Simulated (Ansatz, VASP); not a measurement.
# Two plane-wave programs on Ge

INCAR

```
ALGO = Fast
EDIFF = 1E-7
ENCUT = 520
GGA = PS
ISIF = 2
ISMEAR = 0
KPAR = 4
LASPH = True
LCHARG = False
LREAL = False
LWAVE = False
NBANDS = 66
NELM = 80
PREC = Accurate
SIGMA = 0.15
```

KPOINTS

```
k-points
0
Gamma
  10 6 6
```

The input POSCAR:

```
Ge
1.0
   -3.9969482473      0.0000000000      0.0000000000
    0.0000000000      0.0000000000     -6.5963325278
    0.0000000000     -6.9229174395      0.0000000000
Ge
8
Direct
    0.0825629905      0.9370884642      0.3571672157
    0.5825629905      0.9370884642      0.8571672157
    0.4174370095      0.4370884642      0.1428327843
    0.9174370095      0.4370884642      0.6428327843
   -0.0825629905      0.5629115358      0.3094994509
    0.4174370095      0.5629115358      0.8094994509
    0.5825629905      0.0629115358      0.1905005491
    1.0825629905      0.0629115358      0.6905005491
```

Input for Ansatz:

```yaml
crystal:
  lattice:
    - [-3.9969482473, 0.0, 0.0]
    - [0.0, 0.0, -6.5963325278]
    - [0.0, -6.9229174395, 0.0]
  atoms:
    - { symbol: Ge, position: [0.0825629905, 0.9370884642, 0.3571672157] }
    - { symbol: Ge, position: [0.5825629905, 0.9370884642, 0.8571672157] }
    - { symbol: Ge, position: [0.4174370095, 0.4370884642, 0.1428327843] }
    - { symbol: Ge, position: [0.9174370095, 0.4370884642, 0.6428327843] }
    - { symbol: Ge, position: [-0.0825629905, 0.5629115358, 0.3094994509] }
    - { symbol: Ge, position: [0.4174370095, 0.5629115358, 0.8094994509] }
    - { symbol: Ge, position: [0.5825629905, 0.0629115358, 0.1905005491] }
    - { symbol: Ge, position: [1.0825629905, 0.0629115358, 0.6905005491] }
basis:
  ecutwfc: 420
kpoints:
  mp_grid: { grid: [10, 6, 6] }
hamiltonian:
  xc: pbesol
  pseudopotentials: { kind: paw, azcp: { folder: soft_1 } }
scf:
  occupations: { method: gaussian, width: 0.15 }
output:
  forces: true
  stress: true
  eigenvalues: true
```

Change from the starting cell: mode 4 frozen in at -0.330 Å and mode 5 at -0.165 Å (largest displacements).

Alike in both runs: task single point; functional PBEsol; k mesh 10 × 6 × 6; occupations gaussian, width 0.15 eV; no spin polarisation.

|  | VASP | Ansatz |
| --- | --- | --- |
| version | VASP 6.6.1 | Ansatz 0.2.0 |
| potentials or method | VASP PAW PBE potentials, release 64 (Ge_d), cutoff 520 eV | scalar-relativistic, plane waves, PAW |
| valence electrons in the cell | 112 | 112 |

|  | VASP | Ansatz | Ansatz less VASP |
| --- | --- | --- | --- |
| gap on the k mesh at the Fermi level (eV) | none | none | - |
| pressure (GPa) | -1.0 | -0.9 | +0.08 |
| traceless stress, the component that is largest in VASP (GPa) | -1.94 | -1.97 | -0.021 |
| rms of the force components (eV/Å) | 0.324 | 0.325 | +0.0005 |

VASP's potentials were made for PBE, not for PBEsol, and Ansatz warns of the same on its side. Atom by atom the forces differ by 0.002 eV/Å (rms over components). A gap of «none» marks a metal or a gap that the smearing closes. The functional is the same, so the differences come from potentials, cutoffs and numerics.
